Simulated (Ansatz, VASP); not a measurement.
# Pd: VASP beside Ansatz

Contents of INCAR:

```
SYSTEM = Pd
PREC = Accurate
ENCUT = 520
EDIFF = 1E-6
ISMEAR = -1
SIGMA = 0.05
LREAL = .FALSE.
LASPH = .TRUE.
NELM = 150
ALGO = Normal
ISIF = 2
LWAVE = .FALSE.
LCHARG = .FALSE.
ISPIN = 2
MAGMOM = 0.5 -0.5
LORBIT = 11
LMAXMIX = 4
GGA = RP
NBANDS = 21
```

Contents of KPOINTS:

```
regular mesh
0
G
  11 11 11
  0 0 0
```

Contents of POSCAR:

```
Pd
1.0
    3.2503085010      0.0000000000      0.0000000000
    0.0000000000      3.2503085010      0.0000000000
    0.0000000000      0.0000000000      3.2503085010
Pd
2
Direct
    0.0000000000      0.0000000000      0.0000000000
    0.5000000000      0.5000000000      0.5000000000
```

Input for Ansatz:

```yaml
crystal:
  lattice:
    - [3.250308501, 0.0, 0.0]
    - [0.0, 3.250308501, 0.0]
    - [0.0, 0.0, 3.250308501]
  atoms:
    - { symbol: Pd, position: [0.0, 0.0, 0.0], spin: 0.5 }
    - { symbol: Pd, position: [0.5, 0.5, 0.5], spin: -0.5 }
hamiltonian:
  xc: rpbe
  pseudopotentials:
    kind: paw
    azcp:
      Pd: "pseudopotentials/Pd.paw.azcp"
basis:
  ecutwfc: 420
  fft_grid_basis: typed
kpoints:
  mp_grid: { grid: [11, 11, 11], shift: [0, 0, 0] }
magnetization:
  spin_polarized: true
scf:
  occupations: { method: fermi_dirac, width: 0.05 }
  lower_state_search: "off"
output:
  stress: true
  write_density: true
  write_potential: true
  elf: true
  volumetric_format: npy
```

Alike in both runs: task single point; functional RPBE; k mesh 11 × 11 × 11; occupations fermi-dirac, width 0.05 eV; collinear spin.

```csv
,VASP,Ansatz
version,VASP 6.6.1,Ansatz 0.2.0
potentials or method,"VASP PAW PBE potentials, release 64 (Pd), cutoff 520 eV","plane waves (420 eV) with PAW, scalar-relativistic"
valence electrons in the cell,20,36
```

|  | VASP | Ansatz | Ansatz less VASP |
| --- | --- | --- | --- |
| pressure (GPa) | -9.1 | -8.9 | +0.14 |
| net moment per atom (μB) | 0.00 | 0.00 | 0.000 |

VASP's potentials were made for PBE, not for RPBE. VASP's potentials hold 20 valence electrons a cell and Ansatz's 36, so a difference there can come from the potentials and not from the codes. Ansatz's warnings: seeded moment not kept.
